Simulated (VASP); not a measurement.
Set up this calculation in VASP 6.6.1, as the native input.

- Task: single point
- Functional: PBE
- Potentials or basis: VASP PAW PBE potentials, release 64 (Be, Zn, Te)
- Cutoff: 520 eV
- k mesh: 6 × 6 × 1
- Occupations: gaussian, width 0.1 eV
- Spin: no spin polarisation
- Dipole correction: no
- Further INCAR settings: ALGO = Normal; EDIFF = 1e-06; NBANDS = 56

The structure of BeZn2Te3 lies in POSCAR:

```
BeZn2Te3
1.0
    4.2362614000      0.0000000000      0.0000000000
   -2.1181307000      3.6687100000      0.0000000000
    0.0000000000      0.0000000000     21.0053744000
Be Zn Te
2 4 6
Direct
    0.3333333000      0.6666667000      0.0019060000
    0.6666667000      0.3333333000      0.5019060000
    0.3333333000      0.6666667000      0.3392170000
    0.3333333000      0.6666667000      0.6659950000
    0.6666667000      0.3333333000      0.1659950000
    0.6666667000      0.3333333000      0.8392170000
    0.3333333000      0.6666667000      0.1191300000
    0.3333333000      0.6666667000      0.4662710000
    0.3333333000      0.6666667000      0.7924820000
    0.6666667000      0.3333333000      0.2924820000
    0.6666667000      0.3333333000      0.6191300000
    0.6666667000      0.3333333000      0.9662710000
```

One way to write it, as run:

INCAR

```
SYSTEM = BeZn2Te3
PREC = Accurate ; ENCUT = 520
EDIFF = 1E-6 ; ISMEAR = 0
SIGMA = 0.1 ; LREAL = .FALSE.
LASPH = .TRUE. ; NELM = 80
ALGO = Normal ; ISIF = 2
LWAVE = .FALSE. ; LCHARG = .FALSE.
GGA = PE ; NBANDS = 56
```

KPOINTS

```
Automatic mesh
0
G
  6 6 1
  0 0 0
```

Potentials or basis: VASP PAW PBE potentials, release 64 (Be, Zn, Te).

Launch:

```sh
$ cat potpaw_PBE.64/Be/POTCAR potpaw_PBE.64/Zn/POTCAR potpaw_PBE.64/Te/POTCAR > POTCAR
$ mpirun -np 1 vasp_std > vasp.out
```

Results of the run:

| Item | Value |
| --- | --- |
| Pressure | 0.1 GPa |
| Largest force | 0.010 eV/Å |
| Band gap on the k mesh | 1.57 eV, direct |

Caveat: spin-orbit coupling is left out, which moves the levels of the heavy elements.

Run time: 2.3 min on 1 thread of Intel(R) Xeon(R) Platinum 8488C (Sapphire Rapids), on a shared host, peak memory 0.47 GiB.
